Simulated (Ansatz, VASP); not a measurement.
**One calculation of SnSe2, two programs**

```
Sn Se
1.0
     3.81894    0.00000    0.00000
    -1.90947    3.30730    0.00000
     0.00000    0.00000    6.13947
Sn Se
1 2
Direct
  0.00000 0.00000 0.00000
  0.33333 0.66667 0.25847
  0.66667 0.33333 0.74153
```

Alike in both runs: functional PBEsol; k mesh 12 × 12 × 6; occupations fermi-dirac, width 0.1 eV; no spin polarisation.

Ansatz relaxed the structure, and its values are those at the end. VASP's run is a single point on that final structure, the one shown.

|  | VASP | Ansatz |
| --- | --- | --- |
| version | VASP 6.6.1 | Ansatz 0.2.0 |
| potentials or method | VASP PAW PBE potentials, release 64 (Sn_d, Se) | PAW with Ansatz's default frozen-core files, scalar-relativistic |
| plane-wave cutoff (eV) | 520 | 420 |
| valence electrons in the cell | 26 | 46 |

VASP gave:

| Quantity | Value |
| --- | --- |
| pressure (GPa) | 0.1 |
| rms of the force components (eV/Å) | 0.010 |

Estimate Ansatz's values.

pressure (GPa): 0.0; rms of the force components (eV/Å): 0.001.

VASP's potentials were made for PBE, not for PBEsol. VASP's potentials hold 26 valence electrons a cell and Ansatz's 46, so a difference there can come from the potentials and not from the codes.
